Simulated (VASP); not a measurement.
# SiAs3 (Pm-3m) in VASP: a series of runs

The runs below take SiAs3 through single point, with r2SCAN.

All numbers are computed with VASP 6.6.1; they aren't measurements. Logs are shortened: lines on timing, memory, paths and dates and some standing lists are left out, and cuts for length are marked.

### 1 The cell of the first run

The structure is cubic, space group Pm-3m (No. 221). The conventional cell has a = 4.227 Å, b = 4.227 Å, c = 4.227 Å, α = 90.00°, β = 90.00°, γ = 90.00°. Within 3.9 Å of Si (site symmetry m-3m) lie 12 As at 2.99 Å. As (site symmetry 4/mmm) has 4 Si at 2.99 Å and 8 As at 2.99 Å within 3.9 Å.

### 2 Single point, r2SCAN

POSCAR

```
SiAs3
1.0
    4.2272318873      0.0000000000      0.0000000000
    0.0000000000      4.2272318873      0.0000000000
    0.0000000000      0.0000000000      4.2272318873
Si As
1 3
Direct
    0.0000000000      0.0000000000      0.0000000000
    0.0000000000      0.5000000000      0.5000000000
    0.5000000000      0.0000000000      0.5000000000
    0.5000000000      0.5000000000      0.0000000000
```

INCAR.step1

```
PREC = Accurate ; ENCUT = 520
ISMEAR = 0 ; SIGMA = 0.1
LREAL = F ; LASPH = T
NELM = 80 ; NBANDS = 18
GGA = PE ; ALGO = Normal
EDIFF = 1E-4 ; LWAVE = T
LCHARG = F
```

INCAR.step2

```
PREC = Accurate ; ENCUT = 520
EDIFF = 1E-6 ; ISMEAR = 0
SIGMA = 0.1 ; LREAL = F
LASPH = T ; NELM = 80
ALGO = Normal ; ISIF = 2
LWAVE = F ; LCHARG = F
METAGGA = R2SCAN ; LMIXTAU = T
NBANDS = 18 ; ISTART = 1
```

KPOINTS

```
Automatic mesh
0
Gamma
  4 4 4
```

Potentials or basis: VASP PAW PBE potentials, release 64 (Si, As).

Launch:

```
$ cat potpaw_PBE.64/Si/POTCAR potpaw_PBE.64/As/POTCAR > POTCAR
$ cp INCAR.step1 INCAR
$ mpirun -np 1 vasp_std > vasp.out
$ cp INCAR.step2 INCAR
$ mpirun -np 1 vasp_std > vasp.out
```

OUTCAR:

```text
PREC = Accurate
   ENCUT = 520
   EDIFF = 1E-6
   ISMEAR = 0
   LREAL = F
   LASPH = T
   NELM = 80
   ISIF = 2
   METAGGA = R2SCAN
   ISTART = 1

 ion  position               nearest neighbor table
   1  0.000  0.000  0.000-   2 2.99   3 2.99   4 2.99   2 2.99   3 2.99   2 2.99   4 2.99   2 2.99
                             3 2.99   4 2.99   3 2.99   4 2.99
   2  0.000  0.500  0.500-   1 2.99   1 2.99   1 2.99   1 2.99
   3  0.500  0.000  0.500-   1 2.99   1 2.99   1 2.99   1 2.99
   4  0.500  0.500  0.000-   1 2.99   1 2.99   1 2.99   1 2.99

  LATTYP: Found a simple cubic cell.
 ALAT       =     4.2272318873

  Lattice vectors:

 A1 = (   4.2272318873,   0.0000000000,   0.0000000000)
 A2 = (   0.0000000000,   4.2272318873,   0.0000000000)
 A3 = (   0.0000000000,   0.0000000000,   4.2272318873)

Analysis of symmetry for initial positions (statically):
=====================================================================
 Subroutine PRICEL returns:
 Original cell was already a primitive cell.

 Routine SETGRP: Setting up the symmetry group for a
 simple cubic supercell.

 Subroutine GETGRP returns: Found 48 space group operations
 (whereof 48 operations were pure point group operations)
 out of a pool of 48 trial point group operations.

The static configuration has the point symmetry O_h .

Analysis of symmetry for dynamics (positions and initial velocities):
=====================================================================
 Subroutine PRICEL returns:
 Original cell was already a primitive cell.

 Routine SETGRP: Setting up the symmetry group for a
 simple cubic supercell.

 Subroutine GETGRP returns: Found 48 space group operations
 (whereof 48 operations were pure point group operations)
 out of a pool of 48 trial point group operations.

The dynamic configuration has the point symmetry O_h .

 Subroutine INISYM returns: Found 48 space group operations
 (whereof 48 operations are pure point group operations),
 and found     1 'primitive' translations

----------------------------------------------------------------------------------------

                                     Primitive cell

  volume of cell :      75.5385

  direct lattice vectors                    reciprocal lattice vectors
     4.227231887  0.000000000  0.000000000     0.236561425  0.000000000  0.000000000
     0.000000000  4.227231887  0.000000000     0.000000000  0.236561425  0.000000000
     0.000000000  0.000000000  4.227231887     0.000000000  0.000000000  0.236561425

  length of vectors
     4.227231887  4.227231887  4.227231887     0.236561425  0.236561425  0.236561425

  position of ions in fractional coordinates (direct lattice)
     0.000000000  0.000000000  0.000000000
     0.000000000  0.500000000  0.500000000
     0.500000000  0.000000000  0.500000000
     0.500000000  0.500000000  0.000000000

  ion indices of the primitive-cell ions
   primitive index   ion index
                 1           1
                 2           2
                 3           3
                 4           4

----------------------------------------------------------------------------------------

 KPOINTS: Automatic mesh

Automatic generation of k-mesh.
 Grid dimensions read from file:
 generate k-points for:    4    4    4

 Generating k-lattice:

  Cartesian coordinates                     Fractional coordinates (reciprocal lattice)
     0.059140356  0.000000000  0.000000000     0.250000000  0.000000000  0.000000000
     0.000000000  0.059140356  0.000000000     0.000000000  0.250000000  0.000000000
     0.000000000  0.000000000  0.059140356     0.000000000  0.000000000  0.250000000

  Length of vectors
     0.059140356  0.059140356  0.059140356

  Shift w.r.t. Gamma in fractional coordinates (k-lattice)
     0.000000000  0.000000000  0.000000000

 Subroutine IBZKPT returns following result:
 ===========================================

 Found     10 irreducible k-points:

 Following reciprocal coordinates:
            Coordinates               Weight
  0.000000  0.000000  0.000000      1.000000
  0.250000  0.000000  0.000000      6.000000
  0.500000  0.000000  0.000000      3.000000
  0.250000  0.250000  0.000000     12.000000
  0.500000  0.250000  0.000000     12.000000
  0.500000  0.500000  0.000000      3.000000
  0.250000  0.250000  0.250000      8.000000
  0.500000  0.250000  0.250000     12.000000
  0.500000  0.500000  0.250000      6.000000
  0.500000  0.500000  0.500000      1.000000
   k-points           NKPTS =     10   k-points in BZ     NKDIM =     10   number of bands    NBANDS=     18
   number of dos      NEDOS =    301   number of ions     NIONS =      4
   total plane-waves  NPLWV =  32768
   dimension x,y,z NGX =    32 NGY =   32 NGZ =   32
   dimension x,y,z NGXF=    64 NGYF=   64 NGZF=   64
   ions per type =               1   3
   NGX,Y,Z   is equivalent  to a cutoff of  12.58, 12.58, 12.58 a.u.
   NGXF,Y,Z  is equivalent  to a cutoff of  25.17, 25.17, 25.17 a.u.
 SYSTEM =  unknown system
   PREC   = accura    normal or accurate (medium, high low for compatibility)
   ISTART =      1    job   : 0-new  1-cont  2-samecut
   ICHARG =      0    charge: 1-file 2-atom 10-const
   ISPIN  =      1    spin polarized calculation?
   LNONCOLLINEAR =      F non collinear calculations
   LSORBIT =      F    spin-orbit coupling
   LASPH  =      T    aspherical Exc in radial PAW
   ENCUT  =  520.0 eV  38.22 Ry    6.18 a.u.   7.86  7.86  7.86*2*pi/ulx,y,z
   NELM   =     80;   NELMIN=  2; NELMDL=  0     # of ELM steps
   EDIFF  = 0.1E-05   stopping-criterion for ELM
   LREAL  =      F    real-space projection
   EDIFFG = 0.1E-04   stopping-criterion for IOM
   NSW    =      0    number of steps for IOM
   IBRION =     -1    ionic relax: 0-MD 1-quasi-New 2-CG
   NFREE  =      0    steps in history (QN), initial steepest desc. (CG)
   ISIF   =      2    stress and relaxation
   ISYM   =      2    0-nonsym 1-usesym 2-fastsym
   POTIM  = 0.5000    time-step for ionic-motion
   TEBEG  =    0.0;   TEEND  =   0.0 temperature during run
   PSTRESS=    0.0 pullay stress
   NELECT =      19.0000    total number of electrons
   NUPDOWN=      -1.0000    fix difference up-down
   EMIN   =  10.00;   EMAX   =-10.00  energy-range for DOS
   EFERMI =   0.00;   METHOD = LEGACY
   ISMEAR =     0;   SIGMA  =   0.10  broadening in eV -4-tet -1-fermi 0-gaus
   EFERMI_NEDOS =   21; number of points for ismear=-14 and -15
   IALGO  =     38    algorithm
   IMIX   =      4    mixing-type and parameters
     AMIX     =   0.40;   BMIX     =  1.00
     AMIX_MAG =   1.60;   BMIX_MAG =  1.00
  volume/ion in A,a.u.               =      18.88       127.44
  Fermi-wavevector in a.u.,A,eV,Ry     =   1.033404  1.952850 14.529974  1.067923
  Thomas-Fermi vector in A             =   2.167649
   LORBIT       =      0    0 simple, 1 ext, 2 COOP (PROOUT), +10 PAW based schemes
   METAGGA = R2SCAN    functional components
   LHFCALC =     F    Hartree Fock is set to
   AEXX    =    0.0000 exact exchange contribution
   IVDW    =     0    specifies the selected vdW correction
   LEPSILON=     F    determine dielectric tensor
   LRPA    =     F    only Hartree local field effects (RPA)
 non-spin polarized calculation
 Gauss-broadening in eV      SIGMA  =   0.10
  energy-cutoff  :      520.00
  volume of cell :       75.54
 maximum number of plane-waves:      2048
 NGX is ok and might be reduce to    32
   NGX = 15   NGY = 15   NGZ = 15

 number of electron      18.9999999 magnetization

 Free energy of the ion-electron system (eV)
  ---------------------------------------------------
  ext. energy  EPLUGINS =         0.00000000
  ---------------------------------------------------
  free energy    TOTEN  =       -49.64053528 eV

  energy without entropy =      -49.63197697  energy(sigma->0) =      -49.63625612

 E-fermi :   6.5688     XC(G=0): -11.2474

 val. band max:        6.5430054125   @ k =   0.2500   0.0000   0.0000
 cond. band min:       6.8960081446   @ k =   0.5000   0.2500   0.0000
 fundamental gap:      0.3530027321
 Fermi energy:         6.5688123879

 k-point     1 :       0.0000    0.0000    0.0000
  band No.  band energies     occupation
      1      -8.7935      2.00000
      2      -2.4656      2.00000
      3      -2.4656      2.00000
      4       0.8884      2.00000
      5       0.9060      2.00000
      6       0.9060      2.00000
[... 10 lines left out ...]
     17      12.3210      0.00000
     18      12.3210      0.00000

 k-point     2 :       0.2500    0.0000    0.0000
  band No.  band energies     occupation
      1      -8.2917      2.00000
      2      -4.3065      2.00000
      3      -2.3022      2.00000
      4       0.1977      2.00000
      5       1.4394      2.00000
      6       1.4394      2.00000
[... 10 lines left out ...]
     17      12.8321      0.00000
     18      13.1586      0.00000

 k-point     3 :       0.5000    0.0000    0.0000
  band No.  band energies     occupation
      1      -7.1419      2.00000
      2      -6.3025      2.00000
      3      -2.1193      2.00000
      4       0.4095      2.00000
      5       2.7564      2.00000
      6       2.7564      2.00000
[... 10 lines left out ...]
     17      14.0692      0.00000
     18      14.7597      0.00000

 k-point     4 :       0.2500    0.2500    0.0000
  band No.  band energies     occupation
      1      -7.7964      2.00000
      2      -4.2712      2.00000
      3      -3.5139      2.00000
      4      -0.7176      2.00000
      5       1.9712      2.00000
      6       3.1963      2.00000
[... 10 lines left out ...]
     17      13.3472      0.00000
     18      15.4310      0.00000

 k-point     5 :       0.5000    0.2500    0.0000
  band No.  band energies     occupation
      1      -6.6581      2.00000
      2      -5.8889      2.00000
      3      -3.2996      2.00000
      4      -1.2039      2.00000
      5       2.7343      2.00000
      6       3.2738      2.00000
[... 10 lines left out ...]
     17      16.7568      0.00000
     18      16.9923      0.00000

 k-point     6 :       0.5000    0.5000    0.0000
  band No.  band energies     occupation
      1      -5.3016      2.00000
      2      -5.2311      2.00000
      3      -5.2311      2.00000
      4      -2.6753      2.00000
      5       3.7209      2.00000
      6       4.1786      2.00000
[... 10 lines left out ...]
     17      15.9780      0.00000
     18      16.2755      0.00000

 k-point     7 :       0.2500    0.2500    0.2500
  band No.  band energies     occupation
      1      -7.3111      2.00000
      2      -3.9888      2.00000
      3      -3.9888      2.00000
      4      -1.6098      2.00000
      5       2.1162      2.00000
      6       2.1162      2.00000
[... 10 lines left out ...]
     17      13.8713      0.00000
     18      13.8713      0.00000

 k-point     8 :       0.5000    0.2500    0.2500
  band No.  band energies     occupation
      1      -6.1994      2.00000
      2      -5.5035      2.00000
      3      -3.6299      2.00000
      4      -1.3065      2.00000
      5       0.7332      2.00000
      6       0.9233      2.00000
[... 10 lines left out ...]
     17      15.9522      0.00000
     18      16.5185      0.00000

 k-point     9 :       0.5000    0.5000    0.2500
  band No.  band energies     occupation
      1      -4.9710      2.00000
      2      -4.9254      2.00000
      3      -4.9254      2.00000
      4      -2.1497      2.00000
      5       1.0205      2.00000
      6       1.2775      2.00000
[... 10 lines left out ...]
     17      16.5407      0.00000
     18      16.7605      0.00000

 k-point    10 :       0.5000    0.5000    0.5000
  band No.  band energies     occupation
      1      -4.5261      2.00000
      2      -4.5261      2.00000
      3      -4.5261      2.00000
      4      -0.9072      2.00000
      5      -0.4165      2.00000
      6      -0.1165      2.00000
[... 10 lines left out ...]
     17      16.7277      0.00000
     18      16.7277      0.00000

------------------------ aborting loop because EDIFF is reached ----------------------------------------

  FORCE on cell =-STRESS in cart. coord.  units (eV):
  Direction    XX          YY          ZZ          XY          YZ          ZX
  --------------------------------------------------------------------------------------
  -------------------------------------------------------------------------------------
  Total       -1.0712229     -1.0712229     -1.0712229     -0.0000000      0.0000000     -0.0000000
  in kB      -22.7207261    -22.7207261    -22.7207261     -0.0000000      0.0000000     -0.0000000
  external PRESSURE =     -22.7207261 kB  Pullay stress =       0.0000000 kB

 VOLUME and BASIS-vectors are now :
 -----------------------------------------------------------------------------
  energy-cutoff  :      520.00
  volume of cell :       75.54
      direct lattice vectors                 reciprocal lattice vectors
     4.227231887  0.000000000  0.000000000     0.236561425  0.000000000  0.000000000
     0.000000000  4.227231887  0.000000000     0.000000000  0.236561425  0.000000000
     0.000000000  0.000000000  4.227231887     0.000000000  0.000000000  0.236561425

 POSITION                                       TOTAL-FORCE (eV/Angst)
 -----------------------------------------------------------------------------------
      0.00000      0.00000      0.00000         0.000000      0.000000      0.000000
      0.00000      2.11362      2.11362         0.000000      0.000000      0.000000
      2.11362      0.00000      2.11362         0.000000      0.000000      0.000000
      2.11362      2.11362      0.00000         0.000000      0.000000      0.000000
 -----------------------------------------------------------------------------------
    total drift:                                0.000000     -0.000000     -0.000000

  FREE ENERGIE OF THE ION-ELECTRON SYSTEM (eV)
  ---------------------------------------------------
  free  energy   TOTEN  =       -49.6405352793 eV

  energy  without entropy=      -49.6319769696  energy(sigma->0) =      -49.63625612
```

Run time: 45 s. Hardware: 1 thread of Intel Xeon Platinum 8259CL at 2.50GHz (Skylake/Cascade Lake), shared host; peak memory 0.18 GiB.

Results:

| Property | Result |
| --- | --- |
| Free energy | -49.6405 eV |
| Pressure | -2.3 GPa |
| Band gap on the k mesh | zero (an odd number of electrons rules out a gap without spin polarisation) |

Caveat: the k points lie up to 0.37 Å⁻¹ apart, too coarse for converged energies and pressures of a metal; the PAW data sets were made with another functional, which shifts forces and pressure a little.

### 3 Single point, r2SCAN

This run uses another cell than the first one, of 18.34 Å³/atom.

POSCAR

```
SiAs3
1.0
    4.1865151592      0.0000000000      0.0000000000
    0.0000000000      4.1865151592      0.0000000000
    0.0000000000      0.0000000000      4.1865151592
Si As
1 3
Direct
    0.0000000000      0.0000000000      0.0000000000
    0.0000000000      0.5000000000      0.5000000000
    0.5000000000      0.0000000000      0.5000000000
    0.5000000000      0.5000000000      0.0000000000
```

INCAR.step1

```
ALGO = Normal
EDIFF = 1E-4
ENCUT = 520
GGA = PE
ISMEAR = 0
LASPH = True
LCHARG = False
LREAL = False
LWAVE = True
NBANDS = 18
NELM = 80
PREC = Accurate
SIGMA = 0.1
```

INCAR.step2

```
ALGO = Normal
EDIFF = 1E-6
ENCUT = 520
ISIF = 2
ISMEAR = 0
ISTART = 1
LASPH = True
LCHARG = False
LMIXTAU = True
LREAL = False
LWAVE = False
METAGGA = R2SCAN
NBANDS = 18
NELM = 80
PREC = Accurate
SIGMA = 0.1
```

KPOINTS

```
k-points
0
Gamma
  12 12 12
```

Potentials or basis: VASP PAW PBE potentials, release 64 (Si, As).

Launch:

```
$ cat potpaw_PBE.64/Si/POTCAR potpaw_PBE.64/As/POTCAR > POTCAR
$ cp INCAR.step1 INCAR
$ mpirun -np 1 vasp_std > vasp.out
$ cp INCAR.step2 INCAR
$ mpirun -np 1 vasp_std > vasp.out
```

Wall time 2.8 min (1 thread of Intel Xeon Platinum 8259CL at 2.50GHz (Skylake/Cascade Lake), shared host); peak memory 0.25 GiB.

It converged, with:

* Free energy: -49.7273 eV
* Pressure: 0.0 GPa
* Band gap on the k mesh: zero (an odd number of electrons rules out a gap without spin polarisation)

Levels at points of the mesh, in eV from the Fermi level:
| k point | band 6 | band 7 | band 8 | band 9 | band 10 | band 11 | band 12 | band 13 | band 14 | band 15 |
| --- | --- | --- | --- | --- | --- | --- | --- | --- | --- | --- |
| (0.00, 0.00, 0.00) | -5.96 | -5.71 | 0.59 | 0.59 | 0.59 | 1.42 | 1.42 | 1.42 | 5.39 | 5.39 |
| (0.50, 0.00, 0.00) | -4.09 | -3.42 | -3.42 | -1.96 | -1.42 | 2.00 | 2.11 | 2.56 | 2.56 | 3.67 |
| (0.50, 0.50, 0.00) | -2.50 | -2.50 | -1.94 | -1.94 | -1.88 | -1.44 | -0.46 | 4.04 | 4.08 | 5.23 |
| (0.50, 0.50, 0.50) | -6.99 | -6.99 | -6.99 | 4.43 | 4.43 | 4.50 | 4.50 | 4.50 | 6.03 | 6.03 |

Caveat: the PAW data sets were made with another functional, which shifts forces and pressure a little.
